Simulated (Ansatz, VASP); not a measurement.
# Ni: VASP beside Ansatz

Contents of INCAR:

```
PREC     = Accurate       # precision mode
ENCUT    = 520            # plane-wave cutoff, eV
EDIFF    = 1E-6           # SCF threshold, eV
ISMEAR   = 1              # smearing method
SIGMA    = 0.3            # smearing width, eV
LREAL    = F              # projectors in reciprocal space
LASPH    = T              # aspherical terms in the spheres
NELM     = 150            # most SCF steps
ALGO     = Normal         # electronic algorithm
ISIF     = 2              # what is computed and relaxed
LWAVE    = F              # write WAVECAR
LCHARG   = F              # write CHGCAR
ISPIN    = 2              # spin polarisation
MAGMOM   = 2              # initial moments
LORBIT   = 11             # projections on sites
LMAXMIX  = 4              # l up to which the mixer works
LDAU     = T              # DFT+U
LDAUTYPE = 2            
LDAUL    = 2              # shell
LDAUU    = 6.2            # U, eV
LDAUJ    = 0            
LDAUPRINT= 1            
GGA      = PE             # functional
NBANDS   = 15             # bands
```

Contents of KPOINTS:

```
regular mesh
0
Gamma
  13 13 13
```

POSCAR

```
Ni
1.0
    0.0000000000      1.7698700000      1.7698700000
    1.7698700000      0.0000000000      1.7698700000
    1.7698700000      1.7698700000      0.0000000000
Ni
1
Direct
    0.0000000000      0.0000000000      0.0000000000
```

Input for Ansatz:

```yaml
crystal:
  lattice:
    - [0.0, 1.76987, 1.76987]
    - [1.76987, 0.0, 1.76987]
    - [1.76987, 1.76987, 0.0]
  atoms:
    - { symbol: Ni, position: [0.0, 0.0, 0.0], spin: 2.0 }
magnetization:
  spin_polarized: true
hamiltonian:
  xc: pbe
  pseudopotentials: { kind: paw }
  hubbard: { sites: [{ species: Ni, l: d, u_eff: 6.2 }] }
basis:
  ecutwfc: 420
kpoints:
  mp_grid: { grid: [13, 13, 13] }
scf:
  occupations: { method: cold, width: 0.3 }
  lower_state_search: "off"
  max_iter: 60
output:
  forces: true
  stress: true
```

Alike in both runs: task single point; functional PBE; k mesh 13 × 13 × 13; collinear spin; Hubbard terms Ni d U = 6.2 eV.

|  | VASP | Ansatz |
| --- | --- | --- |
| version | VASP 6.6.1 | Ansatz 0.2.0 |
| potentials or method | VASP PAW PBE potentials, release 64 (Ni), cutoff 520 eV | PAW, plane waves, scalar-relativistic |
| occupations | methfessel-paxton of order 1, width 0.3 eV | cold, width 0.3 eV |
| valence electrons in the cell | 10 | 18 |

|  | VASP | Ansatz | Ansatz less VASP |
| --- | --- | --- | --- |
| pressure (GPa) | -10.6 | -0.5 | +10.09 |
| net moment per atom (μB) | 0.83 | 0.68 | -0.151 |
| size of the moment on the site where the two differ most (μB) | 0.88 | 0.74 | -0.132 |

The net moments are unlike, so the other rows may belong to different states. Site moments also hang on the region over which each program counts them. The programs project onto different local orbitals, so the same U acts differently, and such runs can settle in different states. VASP's potentials hold 10 valence electrons a cell and Ansatz's 18, so a difference there can come from the potentials and not from the codes. Ansatz's warnings: filled band counts differ across k points, stability check not made.
